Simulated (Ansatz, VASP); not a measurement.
## MgO: VASP beside Ansatz

```xyz
2
Lattice="0.0000 2.1022 2.0811 2.1022 0.0000 2.0811 2.1022 2.1022 0.0000" Properties=species:S:1:pos:R:3 pbc="T T T"
Mg    0.0000    0.0000    0.0000
O     2.1022    2.1022    2.0811
```

Change from the starting cell: uniaxial_z strain -1.0%.

Alike in both runs: task single point; functional PBE; k mesh 10 × 10 × 10; occupations fermi-dirac, width 0.02 eV; no spin polarisation.

```csv
,VASP,Ansatz
version,VASP 6.6.1,Ansatz 0.2.0
potentials or method,"VASP PAW PBE potentials, release 64 (Mg, O)","plane waves, PAW"
plane-wave cutoff (eV),520,420
valence electrons in the cell,8,16
```

```csv
,VASP,Ansatz,Ansatz less VASP
gap on the k mesh at the Fermi level (eV),4.87,4.89,+0.016
pressure (GPa),6.7,7.4,+0.73
"traceless stress, the component that is largest in VASP (GPa)",1.58,1.57,-0.011
```

VASP's potentials hold 8 valence electrons a cell and Ansatz's 16, so a difference there can come from the potentials and not from the codes.
